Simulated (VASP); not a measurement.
V:

```
CELL_PARAMETERS angstrom
2.70000 0.00000 0.00000
-1.35000 2.33827 0.00000
0.00000 0.00000 4.40910
ATOMIC_POSITIONS crystal
V 0.33333 0.66667 0.25000
V 0.66667 0.33333 0.75000
```

This isn't the form of V at room conditions, which is bcc.

* Program: VASP 6.6.1
* Task: relaxation of cell and atoms
* Functional: PBE
* Potentials or basis: VASP PAW PBE potentials, release 64 (V_sv)
* Cutoff: 600 eV
* k mesh: 9 × 9 × 5
* Occupations: fermi-dirac, width 0.05 eV
* Spin: collinear spin, ferromagnetic start
* Starting moments: [1.5, 1.5] μB

At the start: pressure -0.2 GPa; volume 13.92 Å³/atom.

Task: Where does the relaxation end?

Result: Over 7 steps the energy falls by 39.1 meV/atom and the volume is 13.85 Å³/atom (-0.5 %); space group P6_3/mmc (No. 194, to 0.1 Å) before and after; moment 0.00 μB per cell.

Step by step:
| step | energy change (eV) | largest force (eV/Å) | pressure (GPa) | volume (Å³) |
| --- | --- | --- | --- | --- |
| 1 | 0.0000 | 0.0000 | -0.23 | 27.84 |
| 2 | -0.0334 | 0.0000 | 0.10 | 27.75 |
| 3 | -0.0701 | 0.0000 | 2.20 | 27.39 |
| 4 | -0.0763 | 0.0000 | 1.12 | 27.53 |
| 5 | -0.0773 | 0.0000 | 1.39 | 27.49 |
| 6 | -0.0741 | 0.0000 | -2.67 | 28.16 |
| 7 | -0.0782 | 0.0000 | 0.02 | 27.71 |

Final structure:
```
CELL_PARAMETERS angstrom
2.60349 0.00000 0.00000
-1.30175 2.25469 0.00000
0.00000 0.00000 4.72019
ATOMIC_POSITIONS crystal
V 0.33333 0.66667 0.25000
V 0.66667 0.33333 0.75000
```
